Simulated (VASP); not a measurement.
Write the native input for VASP 6.6.1 that does the following.

* Task: single point
* Functional: PBE
* Potentials or basis: VASP PAW PBE potentials, release 64 (Hf_pv, O)
* Cutoff: 520 eV
* k mesh: 8 × 8 × 8
* Occupations: gaussian, width 0.01 eV
* Spin: no spin polarisation
* Dipole correction: no
* Further INCAR settings: ALGO = Normal; EDIFF = 1e-06; NBANDS = 18

The structure of HfO2 lies in POSCAR:

```
HfO2
1.0
    0.0000000000      2.5291823193      2.5291823193
    2.5291823193      0.0000000000      2.5291823193
    2.5291823193      2.5291823193      0.0000000000
Hf O
1 2
Direct
    0.0000000000      0.0000000000      0.0000000000
    0.2500000000      0.2500000000      0.2500000000
    0.7500000000      0.7500000000      0.7500000000
```

These files were run (other wordings do the same):

INCAR

```
SYSTEM = HfO2
PREC     = Accurate       ! precision mode
ENCUT    = 520            ! plane-wave cutoff, eV
EDIFF    = 1E-6           ! SCF threshold, eV
ISMEAR   = 0              ! smearing method
SIGMA    = 0.01           ! smearing width, eV
LREAL    = .False.        ! projectors in reciprocal space
LASPH    = .True.         ! aspherical terms in the spheres
NELM     = 100            ! most SCF steps
ALGO     = Normal         ! electronic algorithm
ISIF     = 2              ! what is computed and relaxed
LWAVE    = .False.        ! write WAVECAR
LCHARG   = .True.         ! write CHGCAR
GGA      = PE             ! functional
LELF     = .True.         ! ELF
LVHAR    = .True.       
NBANDS   = 18             ! bands
```

KPOINTS

```
regular mesh
0
Gamma
  8 8 8
  0 0 0
```

Potentials or basis: VASP PAW PBE potentials, release 64 (Hf_pv, O).

The run is started by

```sh
$ cat potpaw_PBE.64/Hf_pv/POTCAR potpaw_PBE.64/O/POTCAR > POTCAR
$ mpirun -np 1 vasp_std > vasp.out
```

It gave:

The pressure is 2.1 GPa. The band gap on the k mesh is 3.82 eV, direct.

Caveat: spin-orbit coupling is left out, which moves the levels of the heavy elements.

Wall time 10 s on 1 thread of Intel(R) Xeon(R) Platinum 8559C (Emerald Rapids), on a shared host, peak memory 0.16 GiB.
